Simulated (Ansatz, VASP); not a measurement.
# Nb: VASP beside Ansatz

The input INCAR:

```
ALGO     = Normal         # electronic algorithm
EDIFF    = 1E-7           # SCF threshold, eV
EDIFFG   = -0.001         # ionic threshold
ENCUT    = 600            # plane-wave cutoff, eV
IBRION   = 2              # ionic algorithm
ISIF     = 3              # what is computed and relaxed
ISMEAR   = -1             # smearing method
LASPH    = True           # aspherical terms in the spheres
LCHARG   = False          # write CHGCAR
LREAL    = False          # projectors in reciprocal space
LWAVE    = False          # write WAVECAR
NELM     = 100            # most SCF steps
NSW      = 80             # ionic steps
PREC     = Accurate       # precision mode
SIGMA    = 0.15           # smearing width, eV
```

File KPOINTS:

```
k-points
0
Gamma
  26 26 26
```

The input POSCAR:

```
Nb
1.0
   -1.6240203872      1.6240203872      1.6240203872
    1.6240203872     -1.6240203872      1.6240203872
    1.6240203872      1.6240203872     -1.6240203872
Nb
1
Direct
    0.0000000000      0.0000000000      0.0000000000
```

Input for Ansatz:

```yaml
crystal:
  lattice:
    - [-1.6240203872, 1.6240203872, 1.6240203872]
    - [1.6240203872, -1.6240203872, 1.6240203872]
    - [1.6240203872, 1.6240203872, -1.6240203872]
  atoms:
    - { symbol: Nb, position: [0.0, 0.0, 0.0] }
basis:
  ecutwfc: 420
kpoints:
  mp_grid: { grid: [26, 26, 26] }
hamiltonian:
  xc: lda
  pseudopotentials: { kind: paw, azcp: { folder: soft_1 } }
scf:
  occupations: { method: fermi_dirac, width: 0.15 }
output:
  forces: true
  stress: true
  eigenvalues: true
relax:
  adjacent_minimum: "off"
  f_tol: 0.001
  max_steps: 60
  cell: { stress_tol: 0.01 }
```

Alike in both runs: task relaxation of cell and atoms; functional LDA; k mesh 26 × 26 × 26; occupations fermi-dirac, width 0.15 eV; no spin polarisation.

```csv
,VASP,Ansatz
version,VASP 6.6.1,Ansatz 0.2.0
potentials or method,"VASP PAW LDA potentials, release 64 (Nb_sv), cutoff 600 eV","scalar-relativistic, plane waves, PAW"
valence electrons in the cell,13,13
```

Ansatz gave:

```
gap on the k mesh at the Fermi level, each at its own relaxed structure (eV) : none
relaxed volume (Å³/atom)                                                     : 17.17
relaxed cell length with the largest relative difference (Å)                 : 2.815
```

Task: Which values does VASP return?

Result: gap on the k mesh at the Fermi level, each at its own relaxed structure (eV): none; relaxed volume (Å³/atom): 17.16; relaxed cell length with the largest relative difference (Å): 2.814.

Ansatz warns that its potentials were made for another functional, while VASP's fit it. LDA's correlation is that of Perdew and Zunger in VASP and of Perdew and Wang (1992) in Ansatz. A gap of «none» marks a metal or a gap that the smearing closes.
